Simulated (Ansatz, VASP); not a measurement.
## Two plane-wave programs on AlGaN2

```
Al Ga N
1.0
     3.15658    0.00000    0.00000
     0.00000    3.15658    0.00000
     0.00000    0.00000    4.42384
Al Ga N
1 1 2
Cartesian
  1.5783 1.5783 2.2119
  0.0000 0.0000 0.0000
  1.5783 0.0000 3.2660
  0.0000 1.5783 1.1579
```

Change from the starting cell: strain +0.0050 x Voigt [1, 1, 0, 0, 0, 0], atoms carried along.

Alike in both runs: task single point; functional r2SCAN; k mesh 8 × 8 × 6; occupations gaussian, width 0.05 eV; no spin polarisation.

```csv
,VASP,Ansatz
version,VASP 6.6.1,Ansatz 0.2.0
potentials or method,"VASP PAW PBE potentials, release 64 (Al, Ga_d, N), cutoff 520 eV","scalar-relativistic, plane waves, PAW"
valence electrons in the cell,26,26
```

```csv
,VASP,Ansatz,Ansatz less VASP
gap on the k mesh at the Fermi level (eV),3.29,3.28,-0.009
least direct gap on the mesh (eV),3.29,3.28,-0.009
pressure (GPa),-2.1,-2.4,-0.28
"traceless stress, the component that is largest in VASP (GPa)",0.54,0.47,-0.070
rms of the force components (eV/Å),0.002,0.034,+0.0323
```

VASP's potentials were made for PBE, not for r2SCAN. Atom by atom the forces differ by 0.036 eV/Å (rms over components).
